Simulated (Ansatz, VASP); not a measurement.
**MoS2: VASP beside Ansatz**

```xyz
3
Lattice="1.5920 0.9191 6.1639 -1.5920 0.9191 6.1639 0.0000 -1.8383 6.1639" Properties=species:S:1:pos:R:3 pbc="T T T"
Mo    0.0000    0.0000    0.0000
S     0.0000    0.0000   13.8392
S     0.0000    0.0000   10.8158
```

Change from the starting cell: volume scaled by 1.02.

Alike in both runs: task single point; functional LDA; k mesh 15 × 15 × 15; occupations fermi-dirac, width 0.05 eV; no spin polarisation.

|  | VASP | Ansatz |
| --- | --- | --- |
| version | VASP 6.6.1 | Ansatz 0.2.0 |
| potentials or method | VASP PAW LDA potentials, release 64 (Mo_sv, S), cutoff 520 eV | all-electron LAPW, scalar-relativistic |

|  | VASP | Ansatz | Ansatz less VASP |
| --- | --- | --- | --- |
| pressure (GPa) | -1.6 | -1.6 | -0.05 |
| traceless stress, the component that is largest in VASP (GPa) | 4.49 | 4.53 | +0.038 |
| rms of the force components (eV/Å) | 0.227 | 0.222 | -0.0049 |

LDA's correlation is that of Perdew and Zunger in VASP and of Perdew and Wang (1992) in Ansatz. Atom by atom the forces differ by 0.005 eV/Å (rms over components). Ansatz ran all-electron here, and VASP with PAW potentials.
